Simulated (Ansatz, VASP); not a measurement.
**Mn: VASP beside Ansatz**

```
Mn
1.0
     2.22905    0.00000    0.00000
     0.00000    2.22905    0.00000
     0.00000    0.00000    2.22905
Mn
1
Direct
  0.00000 0.00000 0.00000
```

Alike in both runs: task single point; functional r2SCAN; k mesh 16 × 16 × 16; occupations fermi-dirac, width 0.1 eV; no spin polarisation.

|  | VASP | Ansatz |
| --- | --- | --- |
| version | VASP 6.6.1 | Ansatz 0.2.0 |
| potentials or method | VASP PAW PBE potentials, release 64 (Mn_sv), cutoff 750 eV | plane waves (500 eV) with PAW, scalar-relativistic |
| valence electrons in the cell | 15 | 15 |

Ansatz gave:

* pressure (GPa): 10.3

Problem. What did VASP give for the same quantities?

Solution. Pressure (GPa): 9.8.

VASP's potentials were made for PBE, not for r2SCAN. With one functional, cell and mesh, what is left measures potentials, basis and numerics.
